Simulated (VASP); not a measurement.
# Os (Pm-3m) in VASP: notebook

The runs below take Os through single point, with PBE.

Program: VASP 6.6.1. These are calculated values, not measurements. Logs are shortened: lines on timing, memory, paths and dates and some standing lists are left out, and cuts for length are marked.

**1. The cell of the first run**

It takes space group Pm-3m (No. 221, cubic). Conventional cell: a = 2.057 Å, b = 2.057 Å, c = 2.057 Å, α = 90.00°, β = 90.00°, γ = 90.00°. Os (site symmetry m-3m) has 6 Os at 2.06 Å within 2.7 Å.

**2. Single point, PBE**

Input file INCAR:

```
ALGO = Normal ; EDIFF = 1E-6
ENCUT = 520 ; GGA = PE
ISIF = 2 ; ISMEAR = -1
LASPH = True ; LCHARG = True
LELF = True ; LREAL = False
LVHAR = True ; LWAVE = False
NBANDS = 10 ; NELM = 80
PREC = Accurate ; SIGMA = 0.08
```

Input file KPOINTS:

```
Automatic mesh
0
Gamma
  17 17 17
  0.5 0.5 0.5
```

Input file POSCAR:

```
Os
1.0
    2.0569521002      0.0000000000      0.0000000000
    0.0000000000      2.0569521002      0.0000000000
    0.0000000000      0.0000000000      2.0569521002
Os
1
Direct
    0.0000000000      0.0000000000      0.0000000000
```

Potentials or basis: VASP PAW PBE potentials, release 64 (Os).

On the command line:

```sh
$ cat potpaw_PBE.64/Os/POTCAR > POTCAR
$ mpirun -np 1 vasp_std > vasp.out
```

OUTCAR:

```text
EDIFF = 1E-6
   ENCUT = 520
   GGA = PE
   ISIF = 2
   ISMEAR = -1
   LASPH = True
   LREAL = False
   NELM = 80
   PREC = Accurate

 ion  position               nearest neighbor table
   1  0.000  0.000  0.000-

  LATTYP: Found a simple cubic cell.
 ALAT       =     2.0569521002

  Lattice vectors:

 A1 = (   2.0569521002,   0.0000000000,   0.0000000000)
 A2 = (   0.0000000000,   2.0569521002,   0.0000000000)
 A3 = (   0.0000000000,   0.0000000000,   2.0569521002)

Analysis of symmetry for initial positions (statically):
=====================================================================
 Subroutine PRICEL returns:
 Original cell was already a primitive cell.

 Routine SETGRP: Setting up the symmetry group for a
 simple cubic supercell.

 Subroutine GETGRP returns: Found 48 space group operations
 (whereof 48 operations were pure point group operations)
 out of a pool of 48 trial point group operations.

The static configuration has the point symmetry O_h .

Analysis of symmetry for dynamics (positions and initial velocities):
=====================================================================
 Subroutine PRICEL returns:
 Original cell was already a primitive cell.

 Routine SETGRP: Setting up the symmetry group for a
 simple cubic supercell.

 Subroutine GETGRP returns: Found 48 space group operations
 (whereof 48 operations were pure point group operations)
 out of a pool of 48 trial point group operations.

The dynamic configuration has the point symmetry O_h .

 Subroutine INISYM returns: Found 48 space group operations
 (whereof 48 operations are pure point group operations),
 and found     1 'primitive' translations

----------------------------------------------------------------------------------------

                                     Primitive cell

  volume of cell :       8.7031

  direct lattice vectors                    reciprocal lattice vectors
     2.056952100  0.000000000  0.000000000     0.486156192  0.000000000  0.000000000
     0.000000000  2.056952100  0.000000000     0.000000000  0.486156192  0.000000000
     0.000000000  0.000000000  2.056952100     0.000000000  0.000000000  0.486156192

  length of vectors
     2.056952100  2.056952100  2.056952100     0.486156192  0.486156192  0.486156192

  position of ions in fractional coordinates (direct lattice)
     0.000000000  0.000000000  0.000000000

  ion indices of the primitive-cell ions
   primitive index   ion index
                 1           1

----------------------------------------------------------------------------------------

 KPOINTS: Automatic mesh

Automatic generation of k-mesh.
 Grid dimensions read from file:
 generate k-points for:   17   17   17

 Generating k-lattice:

  Cartesian coordinates                     Fractional coordinates (reciprocal lattice)
     0.028597423  0.000000000  0.000000000     0.058823529  0.000000000  0.000000000
     0.000000000  0.028597423  0.000000000     0.000000000  0.058823529  0.000000000
     0.000000000  0.000000000  0.028597423     0.000000000  0.000000000  0.058823529

  Length of vectors
     0.028597423  0.028597423  0.028597423

  Shift w.r.t. Gamma in fractional coordinates (k-lattice)
     0.500000000  0.500000000  0.500000000

 Subroutine IBZKPT returns following result:
 ===========================================

 Found    165 irreducible k-points:

 Following reciprocal coordinates:
            Coordinates               Weight
  0.029412  0.029412  0.029412      8.000000
  0.088235  0.029412  0.029412     24.000000
  0.147059  0.029412  0.029412     24.000000
  0.205882  0.029412  0.029412     24.000000
  0.264706  0.029412  0.029412     24.000000
  0.323529  0.029412  0.029412     24.000000
[... 16 lines left out ...]
  0.441176  0.147059  0.029412     48.000000
  0.500000  0.147059  0.029412     24.000000
 [... further k-points ...]
   k-points           NKPTS =    165   k-points in BZ     NKDIM =    165   number of bands    NBANDS=     10
   number of dos      NEDOS =    301   number of ions     NIONS =      1
   total plane-waves  NPLWV =   4096
   dimension x,y,z NGX =    16 NGY =   16 NGZ =   16
   dimension x,y,z NGXF=    32 NGYF=   32 NGZF=   32
   ions per type =               1
   NGX,Y,Z   is equivalent  to a cutoff of  12.93, 12.93, 12.93 a.u.
   NGXF,Y,Z  is equivalent  to a cutoff of  25.86, 25.86, 25.86 a.u.
 SYSTEM =  unknown system
   PREC   = accura    normal or accurate (medium, high low for compatibility)
   ISTART =      0    job   : 0-new  1-cont  2-samecut
   ICHARG =      2    charge: 1-file 2-atom 10-const
   ISPIN  =      1    spin polarized calculation?
   LNONCOLLINEAR =      F non collinear calculations
   LSORBIT =      F    spin-orbit coupling
   LASPH  =      T    aspherical Exc in radial PAW
   ENCUT  =  520.0 eV  38.22 Ry    6.18 a.u.   3.82  3.82  3.82*2*pi/ulx,y,z
   NELM   =     80;   NELMIN=  2; NELMDL= -5     # of ELM steps
   EDIFF  = 0.1E-05   stopping-criterion for ELM
   LREAL  =      F    real-space projection
   EDIFFG = 0.1E-04   stopping-criterion for IOM
   NSW    =      0    number of steps for IOM
   IBRION =     -1    ionic relax: 0-MD 1-quasi-New 2-CG
   NFREE  =      0    steps in history (QN), initial steepest desc. (CG)
   ISIF   =      2    stress and relaxation
   ISYM   =      2    0-nonsym 1-usesym 2-fastsym
   POTIM  = 0.5000    time-step for ionic-motion
   TEBEG  =    0.0;   TEEND  =   0.0 temperature during run
   PSTRESS=    0.0 pullay stress
   NELECT =       8.0000    total number of electrons
   NUPDOWN=      -1.0000    fix difference up-down
   EMIN   =  10.00;   EMAX   =-10.00  energy-range for DOS
   EFERMI =   0.00;   METHOD = LEGACY
   ISMEAR =    -1;   SIGMA  =   0.08  broadening in eV -4-tet -1-fermi 0-gaus
   EFERMI_NEDOS =   21; number of points for ismear=-14 and -15
   IALGO  =     38    algorithm
   IMIX   =      4    mixing-type and parameters
     AMIX     =   0.40;   BMIX     =  1.00
     AMIX_MAG =   1.60;   BMIX_MAG =  1.00
  volume/ion in A,a.u.               =       8.70        58.73
  Fermi-wavevector in a.u.,A,eV,Ry     =   1.591771  3.008011 34.473566  2.533736
  Thomas-Fermi vector in A             =   2.690260
   LORBIT       =      0    0 simple, 1 ext, 2 COOP (PROOUT), +10 PAW based schemes
   GGA     = PE    functional components
   LHFCALC =     F    Hartree Fock is set to
   AEXX    =    0.0000 exact exchange contribution
   IVDW    =     0    specifies the selected vdW correction
   LEPSILON=     F    determine dielectric tensor
   LRPA    =     F    only Hartree local field effects (RPA)
 non-spin polarized calculation
  energy-cutoff  :      520.00
  volume of cell :        8.70
 maximum number of plane-waves:       251
 NGX is ok and might be reduce to    16
   NGX =  7   NGY =  7   NGZ =  7

 number of electron       7.9999999 magnetization

 Free energy of the ion-electron system (eV)
  ---------------------------------------------------
  ext. energy  EPLUGINS =         0.00000000
  ---------------------------------------------------
  free energy    TOTEN  =         0.88332986 eV

  energy without entropy =        0.89596915  energy(sigma->0) =        0.88964950

 E-fermi :  19.0212     XC(G=0): -16.7248

 val. band max:       19.0063012215   @ k =   0.5000   0.2059   0.2059
 cond. band min:      19.0401263705   @ k =   0.3235   0.2059   0.1471
 fundamental gap:      0.0338251490
 Fermi energy:        19.0212028584

 k-point     1 :       0.0294    0.0294    0.0294
  band No.  band energies     occupation
      1       3.7058      2.00000
      2       5.3330      2.00000
      3       5.3330      2.00000
      4      24.5749      0.00000
      5      24.6831      0.00000
      6      24.6831      0.00000
      7      39.9296      0.00000
      8      40.0521      0.00000
      9      40.0521      0.00000
     10      50.7517      0.00000

 k-point     2 :       0.0882    0.0294    0.0294
  band No.  band energies     occupation
      1       4.1235      2.00000
      2       5.4573      2.00000
      3       6.0665      2.00000
      4      23.6146      0.00000
      5      23.6910      0.00000
      6      24.7387      0.00000
      7      38.1988      0.00000
      8      40.9936      0.00000
      9      41.1162      0.00000
     10      47.7109      0.00000

 k-point     3 :       0.1471    0.0294    0.0294
  band No.  band energies     occupation
      1       4.6818      2.00000
      2       5.6952      2.00000
      3       7.6823      2.00000
      4      22.0767      0.00000
      5      22.1266      0.00000
      6      24.8750      0.00000
      7      35.8491      0.00000
      8      42.5520      0.00000
      9      42.7052      0.00000
     10      44.6203      0.00000

 k-point     4 :       0.2059    0.0294    0.0294
  band No.  band energies     occupation
      1       5.3093      2.00000
      2       6.0247      2.00000
      3       9.9829      2.00000
      4      20.3972      0.00000
      5      20.4017      0.00000
      6      25.0607      0.00000
      7      33.6720      0.00000
      8      41.5397      0.00000
      9      44.2059      0.00000
     10      44.7080      0.00000
[... 222 lines left out ...]
 k-point    22 :       0.3824    0.1471    0.0294
  band No.  band energies     occupation
      1       7.7067      2.00000
      2       9.4794      2.00000
      3      11.8070      2.00000
      4      16.5063      2.00000
      5      20.3328      0.00000
      6      23.4310      0.00000
      7      33.0935      0.00000
      8      38.4485      0.00000
      9      43.3646      0.00000
     10      52.0448      0.00000

 k-point    23 :       0.4412    0.1471    0.0294
  band No.  band energies     occupation
      1       8.0659      2.00000
      2       9.8433      2.00000
      3      11.2255      2.00000
      4      15.8856      2.00000
      5      21.1801      0.00000
      6      23.5792      0.00000
      7      34.4294      0.00000
      8      37.5320      0.00000
      9      44.7210      0.00000
     10      49.9872      0.00000

 k-point    24 :       0.5000    0.1471    0.0294
  band No.  band energies     occupation
      1       8.1955      2.00000
      2      10.0233      2.00000
      3      10.9647      2.00000
      4      15.6709      2.00000
      5      21.3943      0.00000
      6      23.6321      0.00000
      7      35.3636      0.00000
      8      37.1463      0.00000
      9      46.5698      0.00000
     10      46.9787      0.00000

 [... further k-points ...]

------------------------ aborting loop because EDIFF is reached ----------------------------------------

  FORCE on cell =-STRESS in cart. coord.  units (eV):
  Direction    XX          YY          ZZ          XY          YZ          ZX
  --------------------------------------------------------------------------------------
  -------------------------------------------------------------------------------------
  Total       40.7889309     40.7889309     40.7889309      0.0000000      0.0000000      0.0000000
  in kB     7508.9700008   7508.9700008   7508.9700008      0.0000000      0.0000000      0.0000000
  external PRESSURE =    7508.9700008 kB  Pullay stress =       0.0000000 kB

 VOLUME and BASIS-vectors are now :
 -----------------------------------------------------------------------------
  energy-cutoff  :      520.00
  volume of cell :        8.70
      direct lattice vectors                 reciprocal lattice vectors
     2.056952100  0.000000000  0.000000000     0.486156192  0.000000000  0.000000000
     0.000000000  2.056952100  0.000000000     0.000000000  0.486156192  0.000000000
     0.000000000  0.000000000  2.056952100     0.000000000  0.000000000  0.486156192

 POSITION                                       TOTAL-FORCE (eV/Angst)
 -----------------------------------------------------------------------------------
      0.00000      0.00000      0.00000         0.000000      0.000000      0.000000
 -----------------------------------------------------------------------------------
    total drift:                               -0.000000     -0.000000     -0.000000

  FREE ENERGIE OF THE ION-ELECTRON SYSTEM (eV)
  ---------------------------------------------------
  free  energy   TOTEN  =         0.8833298603 eV

  energy  without entropy=        0.8959691486  energy(sigma->0) =        0.88964950
```

Wall time 11 s (1 thread of Intel Xeon Platinum 8259CL at 2.50GHz (Skylake/Cascade Lake), shared host); peak memory 0.12 GiB.

The run converged, but its numbers aren't listed here, since they failed a check.

Caveat: spin-orbit coupling is left out, which moves the levels of the heavy elements.

**3. Single point, PBE (volume scaled by 0.6)**

Input file INCAR:

```
SYSTEM = Os
  PREC = Accurate
  ENCUT = 520
  EDIFF = 1E-7
  ISMEAR = -1
  SIGMA = 0.08
  LREAL = .FALSE.
  LASPH = .TRUE.
  NELM = 80
  ALGO = Normal
  ISIF = 2
  LWAVE = .FALSE.
  LCHARG = .FALSE.
  GGA = PE
  NBANDS = 10
```

Input file KPOINTS:

```
Automatic mesh
0
G
  17 17 17
  0 0 0
```

Input file POSCAR:

```
Os
1.0
    2.1574470586      0.0000000000      0.0000000000
    0.0000000000      2.1574470586      0.0000000000
    0.0000000000      0.0000000000      2.1574470586
Os
1
Direct
    0.0000000000      0.0000000000      0.0000000000
```

Potentials or basis: VASP PAW PBE potentials, release 64 (Os).

On the command line:

```sh
$ cat potpaw_PBE.64/Os/POTCAR > POTCAR
$ mpirun -np 1 vasp_std > vasp.out
```

Wall time 12 s (1 thread of Intel Xeon Platinum 8259CL at 2.50GHz (Skylake/Cascade Lake), shared host); peak memory 0.13 GiB.

The run converged. Its results:

```
Free energy            : -3.9796 eV
Pressure               : 436.1 GPa
Band gap on the k mesh : zero (band 4 reaches 22.85 eV, above the bottom of band 5 at 13.29 eV)
```

Levels at points of the mesh, in eV from the Fermi level:
| k point | band 1 | band 2 | band 3 | band 4 | band 5 | band 6 | band 7 | band 8 | band 9 |
| --- | --- | --- | --- | --- | --- | --- | --- | --- | --- |
| (0.00, 0.00, 0.00) | -14.15 | -11.62 | -11.62 | 4.90 | 4.90 | 4.90 | 19.65 | 19.65 | 19.65 |

Caveat: spin-orbit coupling is left out, which moves the levels of the heavy elements.

**4. Single point, PBE (volume scaled by 0.76)**

Input file INCAR:

```
SYSTEM = Os
ALGO     = Normal         ! electronic algorithm
EDIFF    = 1E-7           ! SCF threshold, eV
ENCUT    = 520            ! plane-wave cutoff, eV
GGA      = PE             ! functional
ISIF     = 2              ! what is computed and relaxed
ISMEAR   = -1             ! smearing method
LASPH    = .True.         ! aspherical terms in the spheres
LCHARG   = .False.        ! write CHGCAR
LREAL    = .False.        ! projectors in reciprocal space
LWAVE    = .False.        ! write WAVECAR
NBANDS   = 10             ! bands
NELM     = 80             ! most SCF steps
PREC     = Accurate       ! precision mode
SIGMA    = 0.08           ! smearing width, eV
```

Input file KPOINTS:

```
k-points
0
Gamma
  17 17 17
  0 0 0
```

Input file POSCAR:

```
Os
1.0
    2.3343228866      0.0000000000      0.0000000000
    0.0000000000      2.3343228866      0.0000000000
    0.0000000000      0.0000000000      2.3343228866
Os
1
Direct
    0.0000000000      0.0000000000      0.0000000000
```

On the command line:

```sh
$ cat potpaw_PBE.64/Os/POTCAR > POTCAR
$ mpirun -np 1 vasp_std > vasp.out
```

Wall time 23 s (1 thread of Intel Xeon Platinum 8259CL at 2.50GHz (Skylake/Cascade Lake), shared host); peak memory 0.13 GiB.

The run converged. Its results:

- Free energy: -8.3835 eV
- Pressure: 139.9 GPa
- Band gap on the k mesh: zero (band 4 reaches 18.43 eV, above the bottom of band 5 at 9.67 eV)

Levels at points of the mesh, in eV from the Fermi level:
```
           k point  band 2  band 3  band 4  band 5  band 6  band 7
(0.00, 0.00, 0.00)   -8.60   -8.60    3.46    3.46    3.46   17.56
```

Caveat: spin-orbit coupling is left out, which moves the levels of the heavy elements.

**5. Single point, PBE (volume scaled by 0.76)**

Input file INCAR:

```
  PREC = Accurate
  ENCUT = 520
  EDIFF = 1E-7
  ISMEAR = -1
  SIGMA = 0.08
  LREAL = False
  LASPH = True
  NELM = 80
  ALGO = Normal
  ISIF = 2
  LWAVE = False
  LCHARG = False
  GGA = PE
  NBANDS = 10
```

Input file KPOINTS:

```
Automatic mesh
0
Gamma
  17 17 17
```

POSCAR is that of step 4.

On the command line:

```sh
$ cat potpaw_PBE.64/Os/POTCAR > POTCAR
$ mpirun -np 1 vasp_std > vasp.out
```

It took 21 s on 1 thread of Intel Xeon Platinum 8259CL at 2.50GHz (Skylake/Cascade Lake), shared host; peak memory 0.13 GiB.

Results (log left out):

| Item | Value |
| --- | --- |
| Free energy | -8.3835 eV |
| Pressure | 139.9 GPa |
| Band gap on the k mesh | zero (band 4 reaches 18.43 eV, above the bottom of band 5 at 9.67 eV) |

Levels at points of the mesh, in eV from the Fermi level:
| k point | band 2 | band 3 | band 4 | band 5 | band 6 | band 7 |
| --- | --- | --- | --- | --- | --- | --- |
| (0.00, 0.00, 0.00) | -8.60 | -8.60 | 3.46 | 3.46 | 3.46 | 17.56 |

Caveat: spin-orbit coupling is left out, which moves the levels of the heavy elements.

**6. Single point, PBE (volume scaled by 0.84)**

Input file INCAR:

```
ALGO = Normal ; EDIFF = 1E-7
ENCUT = 520 ; GGA = PE
ISIF = 2 ; ISMEAR = -1
LASPH = True ; LCHARG = False
LREAL = False ; LWAVE = False
NBANDS = 10 ; NELM = 80
PREC = Accurate ; SIGMA = 0.08
```

Input file KPOINTS:

```
k-points
0
Gamma
  17 17 17
```

Input file POSCAR:

```
Os
1.0
    2.4135121676      0.0000000000      0.0000000000
    0.0000000000      2.4135121676      0.0000000000
    0.0000000000      0.0000000000      2.4135121676
Os
1
Direct
    0.0000000000      0.0000000000      0.0000000000
```

Potentials or basis: VASP PAW PBE potentials, release 64 (Os).

On the command line:

```sh
$ cat potpaw_PBE.64/Os/POTCAR > POTCAR
$ mpirun -np 1 vasp_std > vasp.out
```

It took 22 s on 1 thread of Intel Xeon Platinum 8259CL at 2.50GHz (Skylake/Cascade Lake), shared host; peak memory 0.13 GiB.

The run converged. Its results:

* Free energy: -9.2421 eV
* Pressure: 70.8 GPa
* Band gap on the k mesh: zero (band 4 reaches 15.76 eV, above the bottom of band 5 at 8.32 eV)

Levels at points of the mesh, in eV from the Fermi level:
| k point | band 1 | band 2 | band 3 | band 4 | band 5 | band 6 | band 7 | band 8 | band 9 |
| --- | --- | --- | --- | --- | --- | --- | --- | --- | --- |
| (0.00, 0.00, 0.00) | -10.98 | -7.53 | -7.53 | 2.96 | 2.96 | 2.96 | 16.76 | 16.76 | 16.76 |

Caveat: spin-orbit coupling is left out, which moves the levels of the heavy elements.

**7. The runs side by side**

| cell | gap on the mesh (eV) | pressure (GPa) |
| --- | --- | --- |
| a = 2.157 Å, 1 atom | none | 436.1 |
| a = 2.334 Å, 1 atom | none | 139.9 |
| a = 2.414 Å, 1 atom | none | 70.8 |

Alike in all rows: task single point; level PBE; potentials or basis VASP PAW PBE potentials, release 64 (Os); no spin polarisation; k mesh 17 × 17 × 17; cutoff (eV) 520; smearing fermi-dirac 0.08 eV.

Caveats: spin-orbit coupling is left out, which moves the levels of the heavy elements.

Total energies depend on the potentials used, so only differences within one code and one set of settings carry meaning.
